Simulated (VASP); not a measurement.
Set up this calculation in VASP 6.6.1, as the native input.

```yaml
Task: single point
Functional: PBE
Potentials_or_basis: VASP PAW PBE potentials, release 64 (Li_sv, Cl)
Cutoff: 520 eV
k_mesh: 6 × 6 × 6
Occupations: gaussian, width 0.01 eV
Spin: no spin polarisation
Dipole_correction: no
Further_INCAR_settings: ALGO = Normal; EDIFF = 1e-06; NBANDS = 12
```

The structure of LiCl lies in POSCAR:

```
LiCl
1.0
    0.0000000000      2.6327181023      2.5049970087
    2.6327181023      0.0000000000      2.5049970087
    2.6327181023      2.6327181023      0.0000000000
Li Cl
1 1
Direct
    0.0000000000      0.0000000000      0.0000000000
    0.5000000000      0.5000000000      0.5000000000
```

This cell differs from its parent crystal: epitaxial xy strain +3.0%.

The input as run:

INCAR

```
SYSTEM = LiCl
  PREC = Accurate
  ENCUT = 520
  EDIFF = 1E-6
  ISMEAR = 0
  SIGMA = 0.01
  LREAL = .FALSE.
  LASPH = .TRUE.
  NELM = 80
  ALGO = Normal
  ISIF = 2
  LWAVE = .FALSE.
  LCHARG = .FALSE.
  GGA = PE
  NBANDS = 12
```

KPOINTS

```
regular mesh
0
G
  6 6 6
  0 0 0
```

Potentials or basis: VASP PAW PBE potentials, release 64 (Li_sv, Cl).

Run with:

```console
$ cat potpaw_PBE.64/Li_sv/POTCAR potpaw_PBE.64/Cl/POTCAR > POTCAR
$ mpirun -np 1 vasp_std > vasp.out
```

It gave:

| Property | Result |
| --- | --- |
| Band gap on the k mesh | 6.13 eV, direct |

Caveat: the cell differs from its parent crystal (epitaxial xy strain +3.0%).

Run time: 5.2 s on 1 thread of Intel(R) Xeon(R) 6975P-C (Granite Rapids), with other jobs on the host, peak memory 0.14 GiB.
